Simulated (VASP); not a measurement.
Runs of VASP 6.6.1 on LiBr. It takes space group Fm-3m (No. 225, cubic). The conventional cell has a = 5.479 Å, b = 5.479 Å, c = 5.479 Å, α = 90.00°, β = 90.00°, γ = 90.00°. Li (site symmetry m-3m) has 6 Br at 2.74 Å within 3.6 Å. Br (site symmetry m-3m) has 6 Li at 2.74 Å within 3.6 Å. 

| level | k mesh | cutoff (eV) | grid for exact exchange (PRECFOCK) | share of exact exchange | screening parameter | gap on the mesh (eV) | pressure (GPa) |
| --- | --- | --- | --- | --- | --- | --- | --- |
| PBE | 6 × 6 × 6 | 750 | - | - | - | 4.99 | 0.4 |
| PBE | 8 × 8 × 8 | 750 | - | - | - | 4.99 | 0.4 |
| HSE06 | 6 × 6 × 6 | 650 | Normal | 0.25 | 0.2079 1/Å | 6.21 | -0.2 |
| r2SCAN | 6 × 6 × 6 | 830 | - | - | - | 5.93 | (a) |
| PBE0 | 6 × 6 × 6 | 650 | Normal | 0.25 | - | 6.91 | (b) |

Alike in all rows: task single point; potentials or basis VASP PAW PBE potentials, release 64 (Li_sv, Br); no spin polarisation; cell as given; smearing gaussian 0.01 eV.

Question: Estimate the missing entries.

Answer: (a) -0.4; (b) -0.3.

Caveats: the PAW data sets were made with another functional, which shifts forces and pressure a little (at least some runs).

A k mesh can miss the band edges, and the runs leave out spin-orbit coupling on Br.
